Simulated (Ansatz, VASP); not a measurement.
**HfN: VASP beside Ansatz**

INCAR

```
ALGO     = Normal         # electronic algorithm
EDIFF    = 1E-6           # SCF threshold, eV
ENCUT    = 520            # plane-wave cutoff, eV
GGA      = CA             # functional
ISIF     = 2              # what is computed and relaxed
ISMEAR   = -1             # smearing method
LASPH    = True           # aspherical terms in the spheres
LCHARG   = False          # write CHGCAR
LREAL    = False          # projectors in reciprocal space
LWAVE    = False          # write WAVECAR
NBANDS   = 14             # bands
NELM     = 100            # most SCF steps
PREC     = Accurate       # precision mode
SIGMA    = 0.03           # smearing width, eV
```

File KPOINTS:

```
k-points
0
Gamma
  10 10 10
```

File POSCAR:

```
HfN
1.0
    0.0451800000      2.2815900000      2.2815900000
    2.2815900000      0.0451800000      2.2815900000
    2.2815900000      2.2815900000      0.0451800000
Hf N
1 1
Direct
    0.0000000000      0.0000000000      0.0000000000
    0.5000000000      0.5000000000      0.5000000000
```

Input for Ansatz:

```yaml
crystal:
  lattice:
    - [0.04518, 2.28159, 2.28159]
    - [2.28159, 0.04518, 2.28159]
    - [2.28159, 2.28159, 0.04518]
  atoms:
    - { symbol: Hf, position: [0.0, 0.0, 0.0] }
    - { symbol: "N", position: [0.5, 0.5, 0.5] }
kpoints:
  mp_grid: { grid: [10, 10, 10] }
  band_path:
    path:
      - [0.0, 0.0, 0.0]
      - [0.5, 0.5, 0.5]
      - [0.2451701269, 0.5, 0.7548298731]
      - [-0.2451701269, 0.2451701269, 0.5]
      - [0.0, 0.0, 0.5]
      - [0.0, 0.0, 0.0]
      - [-0.3725850634, 0.0, 0.3725850634]
      - [0.0, 0.3725850634, 0.6274149366]
      - [0.0, 0.5, 0.5]
    npoints: 5
scf:
  occupations: { method: fermi_dirac, width: 0.03 }
hamiltonian:
  xc: lda
  pseudopotentials: { kind: all_electron, lapw: { basis_error: 0.001 } }
output:
  forces: true
  stress: true
  eigenvalues: true
```

Change from the starting cell: equal xy, yz and zx shear strains of +2 %.

Alike in both runs: task single point; functional LDA; k mesh 10 × 10 × 10; occupations fermi-dirac, width 0.03 eV; no spin polarisation.

|  | VASP | Ansatz |
| --- | --- | --- |
| version | VASP 6.6.1 | Ansatz 0.2.0 |
| potentials or method | VASP PAW LDA potentials, release 64 (Hf_pv, N), cutoff 520 eV | all-electron LAPW, scalar-relativistic |

Ansatz gave:

```
pressure (GPa)                                                : -9.1
traceless stress, the component that is largest in VASP (GPa) : -2.27
```

Question: What did VASP give for the same quantities?

Answer: Pressure (GPa): -10.5; traceless stress, the component that is largest in VASP (GPa): -2.25.

LDA's correlation is that of Perdew and Zunger in VASP and of Perdew and Wang (1992) in Ansatz. Ansatz ran all-electron here, and VASP with PAW potentials.

Spin-orbit coupling is off throughout.
